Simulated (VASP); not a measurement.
# InO2 (fluorite type) (Fm-3m) in VASP: further runs

Runs on InO2 (fluorite type). Level: r2SCAN. Tasks: single point.

Everything below comes from runs of VASP 6.6.1. Logs are shortened: lines on timing, memory, paths and dates and some standing lists are left out, and cuts for length are marked.

## (1) The cell of the first run

The structure is cubic, space group Fm-3m (No. 225). Conventional cell: a = 5.120 Å, b = 5.120 Å, c = 5.120 Å, α = 90.00°, β = 90.00°, γ = 90.00°. In (site symmetry m-3m) has 8 O at 2.22 Å within 2.9 Å. O (site symmetry -43m) has 4 In at 2.22 Å and 6 O at 2.56 Å within 2.9 Å.

## (2) Single point, r2SCAN

Input file POSCAR:

```
InO2
1.0
    0.0000000000      2.5599664894      2.5599664894
    2.5599664894      0.0000000000      2.5599664894
    2.5599664894      2.5599664894      0.0000000000
In O
1 2
Direct
    0.0000000000      0.0000000000      0.0000000000
    0.2500000000      0.2500000000      0.2500000000
    0.7500000000      0.7500000000      0.7500000000
```

Input file INCAR.step1:

```
PREC = Accurate
ENCUT = 520
ISMEAR = -1
SIGMA = 0.1
LREAL = F
LASPH = T
NELM = 60
NBANDS = 20
GGA = PE
ALGO = Normal
EDIFF = 1E-4
LWAVE = T
LCHARG = F
```

Input file INCAR.step2:

```
PREC = Accurate
ENCUT = 520
EDIFF = 1E-6
ISMEAR = -1
SIGMA = 0.1
LREAL = F
LASPH = T
NELM = 60
ALGO = Normal
ISIF = 2
LWAVE = F
LCHARG = F
METAGGA = R2SCAN
LMIXTAU = T
NBANDS = 20
ISTART = 1
```

Input file KPOINTS:

```
Automatic mesh
0
Gamma
  11 11 11
```

Potentials or basis: VASP PAW PBE potentials, release 64 (In_d, O).

Launch:

```sh
$ cat potpaw_PBE.64/In_d/POTCAR potpaw_PBE.64/O/POTCAR > POTCAR
$ cp INCAR.step1 INCAR
$ mpirun -np 1 vasp_std > vasp.out
$ cp INCAR.step2 INCAR
$ mpirun -np 1 vasp_std > vasp.out
```

OUTCAR:

```text
PREC = Accurate
   ENCUT = 520
   EDIFF = 1E-6
   ISMEAR = -1
   LREAL = F
   LASPH = T
   NELM = 60
   ISIF = 2
   METAGGA = R2SCAN
   ISTART = 1

 ion  position               nearest neighbor table
   1  0.000  0.000  0.000-   3 2.22   3 2.22   3 2.22   2 2.22   3 2.22   2 2.22   2 2.22   2 2.22

   2  0.250  0.250  0.250-   1 2.22   1 2.22   1 2.22   1 2.22
   3  0.750  0.750  0.750-   1 2.22   1 2.22   1 2.22   1 2.22

  LATTYP: Found a face centered cubic cell.
 ALAT       =     5.1199329788

  Lattice vectors:

 A1 = (   0.0000000000,   2.5599664894,   2.5599664894)
 A2 = (   2.5599664894,   0.0000000000,   2.5599664894)
 A3 = (   2.5599664894,   2.5599664894,   0.0000000000)

Analysis of symmetry for initial positions (statically):
=====================================================================
 Subroutine PRICEL returns:
 Original cell was already a primitive cell.

 Routine SETGRP: Setting up the symmetry group for a
 face centered cubic supercell.

 Subroutine GETGRP returns: Found 48 space group operations
 (whereof 48 operations were pure point group operations)
 out of a pool of 48 trial point group operations.

The static configuration has the point symmetry O_h .

Analysis of symmetry for dynamics (positions and initial velocities):
=====================================================================
 Subroutine PRICEL returns:
 Original cell was already a primitive cell.

 Routine SETGRP: Setting up the symmetry group for a
 face centered cubic supercell.

 Subroutine GETGRP returns: Found 48 space group operations
 (whereof 48 operations were pure point group operations)
 out of a pool of 48 trial point group operations.

The dynamic configuration has the point symmetry O_h .

 Subroutine INISYM returns: Found 48 space group operations
 (whereof 48 operations are pure point group operations),
 and found     1 'primitive' translations

----------------------------------------------------------------------------------------

                                     Primitive cell

  volume of cell :      33.5531

  direct lattice vectors                    reciprocal lattice vectors
     0.000000000  2.559966489  2.559966489    -0.195315057  0.195315057  0.195315057
     2.559966489  0.000000000  2.559966489     0.195315057 -0.195315057  0.195315057
     2.559966489  2.559966489  0.000000000     0.195315057  0.195315057 -0.195315057

  length of vectors
     3.620339329  3.620339329  3.620339329     0.338295602  0.338295602  0.338295602

  position of ions in fractional coordinates (direct lattice)
     0.000000000  0.000000000  0.000000000
     0.250000000  0.250000000  0.250000000
     0.750000000  0.750000000  0.750000000

  ion indices of the primitive-cell ions
   primitive index   ion index
                 1           1
                 2           2
                 3           3

----------------------------------------------------------------------------------------

 KPOINTS: Automatic mesh

Automatic generation of k-mesh.
 Grid dimensions read from file:
 generate k-points for:   11   11   11

 Generating k-lattice:

  Cartesian coordinates                     Fractional coordinates (reciprocal lattice)
    -0.017755914  0.017755914  0.017755914     0.090909091  0.000000000  0.000000000
     0.017755914 -0.017755914  0.017755914     0.000000000  0.090909091  0.000000000
     0.017755914  0.017755914 -0.017755914     0.000000000  0.000000000  0.090909091

  Length of vectors
     0.030754146  0.030754146  0.030754146

  Shift w.r.t. Gamma in fractional coordinates (k-lattice)
     0.000000000  0.000000000  0.000000000

 Subroutine IBZKPT returns following result:
 ===========================================

 Found     56 irreducible k-points:

 Following reciprocal coordinates:
            Coordinates               Weight
  0.000000  0.000000  0.000000      1.000000
  0.090909  0.000000  0.000000      8.000000
  0.181818  0.000000  0.000000      8.000000
  0.272727  0.000000  0.000000      8.000000
  0.363636  0.000000  0.000000      8.000000
  0.454545  0.000000  0.000000      8.000000
[... 16 lines left out ...]
 -0.272727  0.181818  0.000000     24.000000
 -0.181818  0.181818  0.000000     12.000000
 [... further k-points ...]
   k-points           NKPTS =     56   k-points in BZ     NKDIM =     56   number of bands    NBANDS=     20
   number of dos      NEDOS =    301   number of ions     NIONS =      3
   total plane-waves  NPLWV =  21952
   dimension x,y,z NGX =    28 NGY =   28 NGZ =   28
   dimension x,y,z NGXF=    56 NGYF=   56 NGZF=   56
   ions per type =               1   2
   NGX,Y,Z   is equivalent  to a cutoff of  12.86, 12.86, 12.86 a.u.
   NGXF,Y,Z  is equivalent  to a cutoff of  25.72, 25.72, 25.72 a.u.
 SYSTEM =  unknown system
   PREC   = accura    normal or accurate (medium, high low for compatibility)
   ISTART =      1    job   : 0-new  1-cont  2-samecut
   ICHARG =      0    charge: 1-file 2-atom 10-const
   ISPIN  =      1    spin polarized calculation?
   LNONCOLLINEAR =      F non collinear calculations
   LSORBIT =      F    spin-orbit coupling
   LASPH  =      T    aspherical Exc in radial PAW
   ENCUT  =  520.0 eV  38.22 Ry    6.18 a.u.   6.73  6.73  6.73*2*pi/ulx,y,z
   NELM   =     60;   NELMIN=  2; NELMDL=  0     # of ELM steps
   EDIFF  = 0.1E-05   stopping-criterion for ELM
   LREAL  =      F    real-space projection
   EDIFFG = 0.1E-04   stopping-criterion for IOM
   NSW    =      0    number of steps for IOM
   IBRION =     -1    ionic relax: 0-MD 1-quasi-New 2-CG
   NFREE  =      0    steps in history (QN), initial steepest desc. (CG)
   ISIF   =      2    stress and relaxation
   ISYM   =      2    0-nonsym 1-usesym 2-fastsym
   POTIM  = 0.5000    time-step for ionic-motion
   TEBEG  =    0.0;   TEEND  =   0.0 temperature during run
   PSTRESS=    0.0 pullay stress
   NELECT =      25.0000    total number of electrons
   NUPDOWN=      -1.0000    fix difference up-down
   EMIN   =  10.00;   EMAX   =-10.00  energy-range for DOS
   EFERMI =   0.00;   METHOD = LEGACY
   ISMEAR =    -1;   SIGMA  =   0.10  broadening in eV -4-tet -1-fermi 0-gaus
   EFERMI_NEDOS =   21; number of points for ismear=-14 and -15
   IALGO  =     38    algorithm
   IMIX   =      4    mixing-type and parameters
     AMIX     =   0.40;   BMIX     =  1.00
     AMIX_MAG =   1.60;   BMIX_MAG =  1.00
  volume/ion in A,a.u.               =      11.18        75.48
  Fermi-wavevector in a.u.,A,eV,Ry     =   1.484148  2.804633 29.969490  2.202695
  Thomas-Fermi vector in A             =   2.597721
   LORBIT       =      0    0 simple, 1 ext, 2 COOP (PROOUT), +10 PAW based schemes
   METAGGA = R2SCAN    functional components
   LHFCALC =     F    Hartree Fock is set to
   AEXX    =    0.0000 exact exchange contribution
   IVDW    =     0    specifies the selected vdW correction
   LEPSILON=     F    determine dielectric tensor
   LRPA    =     F    only Hartree local field effects (RPA)
 non-spin polarized calculation
  energy-cutoff  :      520.00
  volume of cell :       33.55
 maximum number of plane-waves:       917
   NGX = 13   NGY = 13   NGZ = 13

 number of electron      24.9999996 magnetization

 Free energy of the ion-electron system (eV)
  ---------------------------------------------------
  ext. energy  EPLUGINS =         0.00000000
  ---------------------------------------------------
  free energy    TOTEN  =       -37.71532895 eV

  energy without entropy =      -37.61445304  energy(sigma->0) =      -37.66489099

 E-fermi :   5.7602     XC(G=0): -12.3559

 val. band max:        5.7600746410   @ k =  -0.2727   0.2727   0.0909
 cond. band min:       5.7863238763   @ k =  -0.3636   0.4545   0.0909
 fundamental gap:      0.0262492353
 Fermi energy:         5.7602113588

 k-point     1 :       0.0000    0.0000    0.0000
  band No.  band energies     occupation
      1     -13.9756      2.00000
      2     -10.7626      2.00000
      3      -7.2354      2.00000
      4      -7.2354      2.00000
      5      -7.2354      2.00000
      6      -6.6979      2.00000
[... 12 lines left out ...]
     19      23.9810      0.00000
     20      23.9810      0.00000

 k-point     2 :       0.0909    0.0000    0.0000
  band No.  band energies     occupation
      1     -13.9057      2.00000
      2     -10.8990      2.00000
      3      -7.2174      2.00000
      4      -7.2173      2.00000
      5      -7.0794      2.00000
      6      -6.7005      2.00000
[... 12 lines left out ...]
     19      23.9610      0.00000
     20      23.9610      0.00000

 k-point     3 :       0.1818    0.0000    0.0000
  band No.  band energies     occupation
      1     -13.7080      2.00000
      2     -11.2219      2.00000
      3      -7.1718      2.00000
      4      -7.1718      2.00000
      5      -6.7173      2.00000
      6      -6.7034      2.00000
[... 12 lines left out ...]
     19      23.9171      0.00000
     20      24.0161      0.00000

 k-point     4 :       0.2727    0.0000    0.0000
  band No.  band energies     occupation
      1     -13.4175      2.00000
      2     -11.5949      2.00000
      3      -7.1217      2.00000
      4      -7.1217      2.00000
      5      -6.6950      2.00000
      6      -6.6950      2.00000
[... 12 lines left out ...]
     19      23.8558      0.00000
     20      25.1351      0.00000

 k-point     5 :       0.3636    0.0000    0.0000
  band No.  band energies     occupation
      1     -13.0923      2.00000
      2     -11.9360      2.00000
      3      -7.0890      2.00000
      4      -7.0890      2.00000
      5      -6.6715      2.00000
      6      -6.6715      2.00000
[... 12 lines left out ...]
     19      23.7319      0.00000
     20      24.9348      0.00000

 k-point     6 :       0.4545    0.0000    0.0000
  band No.  band energies     occupation
      1     -12.8225      2.00000
      2     -12.1916      2.00000
      3      -7.0764      2.00000
      4      -7.0764      2.00000
      5      -6.6493      2.00000
      6      -6.6493      2.00000
[... 12 lines left out ...]
     19      23.5562      0.00000
     20      24.5102      0.00000

 k-point     7 :       0.0909    0.0909    0.0000
  band No.  band energies     occupation
      1     -13.8826      2.00000
      2     -10.9413      2.00000
      3      -7.2041      2.00000
      4      -7.2041      2.00000
      5      -7.0419      2.00000
      6      -6.7132      2.00000
[... 12 lines left out ...]
     19      23.9115      0.00000
     20      24.0567      0.00000
[... 277 lines left out ...]
 k-point    20 :       0.4545    0.1818    0.0000
  band No.  band energies     occupation
      1     -12.8500      2.00000
      2     -12.1435      2.00000
      3      -6.9896      2.00000
      4      -6.9411      2.00000
      5      -6.6920      2.00000
      6      -6.6389      2.00000
[... 12 lines left out ...]
     19      24.3899      0.00000
     20      27.2122      0.00000

 k-point    21 :      -0.4545    0.1818    0.0000
  band No.  band energies     occupation
      1     -12.6596      2.00000
      2     -12.3136      2.00000
      3      -6.9840      2.00000
      4      -6.9218      2.00000
      5      -6.6571      2.00000
      6      -6.6050      2.00000
[... 12 lines left out ...]
     19      23.9266      0.00000
     20      27.3686      0.00000

 k-point    22 :      -0.3636    0.1818    0.0000
  band No.  band energies     occupation
      1     -12.7709      2.00000
      2     -12.2153      2.00000
      3      -6.9932      2.00000
      4      -6.9235      2.00000
      5      -6.6982      2.00000
      6      -6.5771      2.00000
[... 12 lines left out ...]
     19      23.5910      0.00000
     20      27.5480      0.00000

 k-point    23 :      -0.2727    0.1818    0.0000
  band No.  band energies     occupation
      1     -13.0396      2.00000
      2     -11.9761      2.00000
      3      -7.0265      2.00000
      4      -6.9575      2.00000
      5      -6.7346      2.00000
      6      -6.6129      2.00000
[... 12 lines left out ...]
     19      23.5329      0.00000
     20      27.3225      0.00000

 k-point    24 :      -0.1818    0.1818    0.0000
  band No.  band energies     occupation
      1     -13.3261      2.00000
      2     -11.6951      2.00000
      3      -7.0854      2.00000
      4      -7.0283      2.00000
      5      -6.7415      2.00000
      6      -6.6557      2.00000
[... 12 lines left out ...]
     19      23.5955      0.00000
     20      26.7399      0.00000

 [... further k-points ...]
[... 5 lines left out ...]
  --------------------------------------------------------------------------------------
  -------------------------------------------------------------------------------------
  Total        2.1261030      2.1261030      2.1261030      0.0000000      0.0000000     -0.0000000
  in kB      101.5224380    101.5224380    101.5224380      0.0000000      0.0000000     -0.0000000
  external PRESSURE =     101.5224380 kB  Pullay stress =       0.0000000 kB

 VOLUME and BASIS-vectors are now :
 -----------------------------------------------------------------------------
  energy-cutoff  :      520.00
  volume of cell :       33.55
      direct lattice vectors                 reciprocal lattice vectors
     0.000000000  2.559966489  2.559966489    -0.195315057  0.195315057  0.195315057
     2.559966489  0.000000000  2.559966489     0.195315057 -0.195315057  0.195315057
     2.559966489  2.559966489  0.000000000     0.195315057  0.195315057 -0.195315057

 POSITION                                       TOTAL-FORCE (eV/Angst)
 -----------------------------------------------------------------------------------
      0.00000      0.00000      0.00000         0.000000      0.000000     -0.000000
      1.27998      1.27998      1.27998         0.000000      0.000000      0.000000
      3.83995      3.83995      3.83995        -0.000000     -0.000000     -0.000000
 -----------------------------------------------------------------------------------
    total drift:                                0.000000     -0.000000      0.000000

  FREE ENERGIE OF THE ION-ELECTRON SYSTEM (eV)
  ---------------------------------------------------
  free  energy   TOTEN  =       -37.7153289480 eV

  energy  without entropy=      -37.6144530375  energy(sigma->0) =      -37.66489099
```

Wall time 5.8 min (1 thread of Intel Xeon 8259CL, shared host); peak memory 0.19 GiB.

Results:

| Property | Result |
| --- | --- |
| Free energy | -37.7153 eV |
| Pressure | 10.2 GPa |

Levels at points of the mesh, in eV from the Fermi level:
| k point | band 11 | band 12 | band 13 | band 14 | band 15 | band 16 |
| --- | --- | --- | --- | --- | --- | --- |
| (0.00, 0.00, 0.00) | -0.83 | -0.83 | -0.83 | 3.32 | 10.49 | 10.49 |

Caveat: the PAW data sets were made with another functional, which shifts forces and pressure a little; spin-orbit coupling is left out, which moves the levels of the heavy elements; an odd number of electrons without spin polarisation forces a metal; a magnetic or distorted state may lie lower.

(Part 1 of 2 ends here.)
